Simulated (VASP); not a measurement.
Wanted: the native input for a VASP 6.6.1 run.

* Task: single point
* Functional: PBE
* Potentials or basis: VASP PAW PBE potentials, release 64 (Zr_sv, O)
* Cutoff: 600 eV
* k mesh: 8 × 8 × 8
* Occupations: gaussian, width 0.02 eV
* Spin: no spin polarisation
* Dipole correction: no
* Further INCAR settings: ALGO = Normal; EDIFF = 1e-06; NBANDS = 19

The structure of ZrO2 (Cubic zirconia) lies in POSCAR:

```
ZrO2
1.0
    0.0000000000      2.5578982120      2.5578982120
    2.5578982120      0.0000000000      2.5578982120
    2.5578982120      2.5578982120      0.0000000000
Zr O
1 2
Direct
    0.0000000000      0.0000000000      0.0000000000
    0.2500000000      0.2500000000      0.2500000000
    0.7500000000      0.7500000000      0.7500000000
```

The input as run:

INCAR

```
PREC     = Accurate       # precision mode
ENCUT    = 600            # plane-wave cutoff, eV
EDIFF    = 1E-6           # SCF threshold, eV
ISMEAR   = 0              # smearing method
SIGMA    = 0.02           # smearing width, eV
LREAL    = F              # projectors in reciprocal space
LASPH    = T              # aspherical terms in the spheres
NELM     = 120            # most SCF steps
ALGO     = Normal         # electronic algorithm
ISIF     = 2              # what is computed and relaxed
LWAVE    = F              # write WAVECAR
LCHARG   = F              # write CHGCAR
GGA      = PE             # functional
NBANDS   = 19             # bands
GGA_COMPAT= F
```

KPOINTS

```
Automatic mesh
0
Gamma
  8 8 8
```

Potentials or basis: VASP PAW PBE potentials, release 64 (Zr_sv, O).

Run with:

```sh
$ cat potpaw_PBE.64/Zr_sv/POTCAR potpaw_PBE.64/O/POTCAR > POTCAR
$ mpirun -np 1 vasp_std > vasp.out
```

It gave:

```json
{
 "Pressure": "0.1 GPa",
 "Band gap on the k mesh": "3.31 eV, indirect (least direct gap 3.74 eV)"
}
```

It took 14 s on 1 thread of Intel(R) Xeon(R) 6975P-C (Granite Rapids), with other jobs on the host, peak memory 0.17 GiB.
